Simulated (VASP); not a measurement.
Here is a VASP 6.6.1 calculation.

POSCAR

```
CdS
1.0
    0.0000000000      2.7269062253      2.7269062253
    2.7269062253      0.0000000000      2.7269062253
    2.7269062253      2.7269062253      0.0000000000
Cd S
1 1
Direct
   -0.0084923707      0.0084923707      0.0127385560
    0.5297773349      0.4702226651      0.4553339976
```

Contents of INCAR.step1:

```
SYSTEM = CdS
ALGO = Normal ; EDIFF = 1E-4
ENCUT = 520 ; GGA = PE
ISMEAR = 0 ; LASPH = .True.
LCHARG = .False. ; LREAL = .False.
LWAVE = .True. ; NBANDS = 16
NELM = 100 ; PREC = Accurate
SIGMA = 0.05
```

File INCAR.step2:

```
SYSTEM = CdS
ALGO = Normal ; EDIFF = 1E-6
ENCUT = 520 ; ISIF = 2
ISMEAR = 0 ; ISTART = 1
LASPH = .True. ; LCHARG = .False.
LMIXTAU = .True. ; LREAL = .False.
LWAVE = .False. ; METAGGA = R2SCAN
NBANDS = 16 ; NELM = 100
PREC = Accurate ; SIGMA = 0.05
```

Contents of KPOINTS:

```
k-points
0
Gamma
  8 8 8
  0 0 0
```

Potentials or basis: VASP PAW PBE potentials, release 64 (Cd, S).

Launch:

```bash
$ cat potpaw_PBE.64/Cd/POTCAR potpaw_PBE.64/S/POTCAR > POTCAR
$ cp INCAR.step1 INCAR
$ mpirun -np 1 vasp_std > vasp.out
$ cp INCAR.step2 INCAR
$ mpirun -np 1 vasp_std > vasp.out
```

Q: What does it give for the band gap on the k mesh?

A: 0.86 eV, indirect (least direct gap 2.26 eV).

Q: Predict the pressure.

A: 2.7 GPa.

Q: What does it give for the largest force?

A: 0.789 eV/Å.

Forces on the atoms (eV/Å):
```
Cd  -0.786 -0.069  0.000
S    0.786  0.069  0.000
```

Caveat: the cell differs from its parent crystal (mode 4 frozen in at -0.203 Å and mode 5 at -0.041 Å (largest displacements)); the PAW data sets were made with another functional, which shifts forces and pressure a little. A k mesh can miss the band edges.
